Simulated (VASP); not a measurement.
A run of VASP 6.6.1 is set up as follows.

INCAR

```
PREC = Accurate
ENCUT = 600
EDIFF = 1E-6
ISMEAR = 0
SIGMA = 0.2
LREAL = F
LASPH = T
NELM = 80
ALGO = Normal
ISIF = 3
LWAVE = F
LCHARG = F
GGA = PE
IBRION = 2
NSW = 36
EDIFFG = -0.08
```

Contents of KPOINTS:

```
Automatic mesh
0
Gamma
  6 6 6
```

Contents of POSCAR:

```
GaMo
1.0
    0.0000000000      2.6242089500      2.6242089500
    2.6242089500      0.0000000000      2.6242089500
    2.6242089500      2.6242089500      0.0000000000
Ga Mo
1 1
Direct
    0.0000000000      0.0000000000      0.0000000000
    0.2500000000      0.2500000000      0.2500000000
```

Potentials or basis: VASP PAW PBE potentials, release 64 (Ga_d, Mo_sv).

Run with:

```bash
$ cat potpaw_PBE.64/Ga_d/POTCAR potpaw_PBE.64/Mo_sv/POTCAR > POTCAR
$ mpirun -np 1 vasp_std > vasp.out
```

Q: Estimate the relaxed volume.

A: 23.32 Å³/atom.

Q: What does it give for the space group after relaxing (to 0.05 Å)?

A: F-43m (No. 216).

Q: Estimate the relaxed cell.

A: a = 4.040 Å, b = 4.040 Å, c = 4.040 Å, α = 60.00°, β = 60.00°, γ = 60.00°.

Step by step:
```
step  energy change (eV)  largest force (eV/Å)  pressure (GPa)  volume (Å³)
   1              0.0000                0.0000           33.90        36.14
   2             -0.2791                0.0000          -11.20        60.06
   3             -0.8735                0.0000           -0.56        46.88
   4             -0.8740                0.0000           -0.11        46.64
```

Caveat: the volume moved by over 15 % at a fixed basis, so the end points are rough.
